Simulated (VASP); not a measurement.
The system is NbSiO4.

```
Nb Si O
1.0
     0.00000    3.17545    3.17545
     3.17545    0.00000    3.17545
     3.17545    3.17545    0.00000
Nb Si O
1 1 4
Direct
  0.75000 0.75000 0.75000
  0.00000 0.00000 0.00000
  0.87731 0.37423 0.37423
  0.37423 0.37423 0.37423
  0.37423 0.87731 0.37423
  0.37423 0.37423 0.87731
```

The cell was built from a structure type or drawn by symmetry, and may not be a known phase.

* Program: VASP 6.6.1
* Task: relaxation of cell and atoms
* Functional: PBE
* Potentials or basis: VASP PAW PBE potentials, release 64 (Nb_sv, Si, O)
* Cutoff: 600 eV
* k mesh: 6 × 6 × 6
* Occupations: gaussian, width 0.1 eV
* Spin: collinear spin, ferromagnetic start
* Starting moments: [0.11, 0.05, 0.59, 0.59, 0.59, 0.59] μB

At the start: pressure -7.4 GPa; volume 10.67 Å³/atom.

Question: How do energy, volume and symmetry change on relaxing?

Answer: Over 5 steps the energy falls by 14.9 meV/atom and the volume is 10.13 Å³/atom (-5.1 %); space group F-43m (No. 216, to 0.1 Å) before and after; moment 2.39 μB per cell.

Step by step:
```
step  energy change (eV)  largest force (eV/Å)  pressure (GPa)  volume (Å³)
   1              0.0000                0.2689           -7.35        64.04
   2             -0.0789                0.0079            3.11        59.61
   3             -0.0889                0.0835            0.20        60.64
   4             -0.0888                0.0881            0.04        60.71
   5             -0.0895                0.0026           -0.11        60.77
```

Final structure:
```yaml
crystal:
  lattice:
    - [0.00000, 3.12038, 3.12038]
    - [3.12038, 0.00000, 3.12038]
    - [3.12038, 3.12038, 0.00000]
  atoms:
    - { symbol: Nb, position: [0.75000, 0.75000, 0.75000] }
    - { symbol: Si, position: [0.00000, 0.00000, 0.00000] }
    - { symbol: O, position: [0.87360, 0.37547, 0.37547] }
    - { symbol: O, position: [0.37547, 0.37547, 0.37547] }
    - { symbol: O, position: [0.37547, 0.87360, 0.37547] }
    - { symbol: O, position: [0.37547, 0.37547, 0.87360] }
```
